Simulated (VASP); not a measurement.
Here is a VASP 6.6.1 calculation.

The input INCAR:

```
SYSTEM = HfN
PREC = Accurate
ENCUT = 520
EDIFF = 1E-7
ISMEAR = -1
SIGMA = 0.05
LREAL = .FALSE.
LASPH = .TRUE.
NELM = 150
ALGO = Normal
ISIF = 2
LWAVE = .FALSE.
LCHARG = .FALSE.
LMAXMIX = 4
LDAU = .TRUE.
LDAUTYPE = 2
LDAUL = 2 -1
LDAUU = 1 0
LDAUJ = 0 0
LDAUPRINT = 1
NBANDS = 14
```

KPOINTS

```
Automatic mesh
0
G
  9 9 9
  0 0 0
```

File POSCAR:

```
HfN
1.0
    0.0000000000      2.4193002350      2.4193002350
    2.4193002350      0.0000000000      2.4193002350
    2.4193002350      2.4193002350      0.0000000000
Hf N
1 1
Direct
    0.0000000000      0.0000000000      0.0000000000
    0.2500000000      0.2500000000      0.2500000000
```

Potentials or basis: VASP PAW LDA potentials, release 64 (Hf_pv, N).

Run with:

```console
$ cat potpaw_LDA.64/Hf_pv/POTCAR potpaw_LDA.64/N/POTCAR > POTCAR
$ mpirun -np 1 vasp_std > vasp.out
```

Q: What does it give for the pressure?

A: 1.6 GPa.

Eigenvalues of the final occupation matrices:
| site | spin | trace | eigenvalues |
| --- | --- | --- | --- |
| site 1 d | 1 | 0.89 | 0.10 0.10 0.23 0.23 0.23 |
| site 1 d | 2 | 0.89 | 0.10 0.10 0.23 0.23 0.23 |

Caveat: spin-orbit coupling is left out, which moves the levels of the heavy elements; U without spin polarisation on a metal has little footing.
